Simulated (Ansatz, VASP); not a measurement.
# CdF2: VASP beside Ansatz

```xyz
3
Lattice="3.7806 0.0000 0.0000 0.0000 3.7806 0.0000 0.0000 0.0000 3.2956" Properties=species:S:1:pos:R:3 pbc="T T T"
Cd    0.0000    0.0000    0.0000
F     1.8903    0.0000    1.0910
F     0.0000    1.8903    2.2046
```

Change from the starting cell: ordered vacancies on the cation sites of zinc blende (P-4m2, No. 115).

Alike in both runs: functional PBE; k mesh 6 × 6 × 8; occupations gaussian, width 0.02 eV; no spin polarisation.

Ansatz relaxed the structure, and its values are those at the end. VASP's run is a single point on that final structure, the one shown.

```csv
,VASP,Ansatz
version,VASP 6.6.1,Ansatz 0.2.0
potentials or method,"VASP PAW PBE potentials, release 64 (Cd_sv_GW, F), cutoff 700 eV","scalar-relativistic, plane waves, PAW"
valence electrons in the cell,34,34
```

|  | VASP | Ansatz | Ansatz less VASP |
| --- | --- | --- | --- |
| gap on the k mesh at the Fermi level (eV) | 2.63 | 2.65 | +0.016 |
| least direct gap on the mesh (eV) | 2.75 | 2.77 | +0.014 |
| pressure (GPa) | -0.3 | 0.0 | +0.26 |
| rms of the force components (eV/Å) | 0.007 | 0.001 | -0.0059 |

The functional is the same, so the differences come from potentials, cutoffs and numerics.
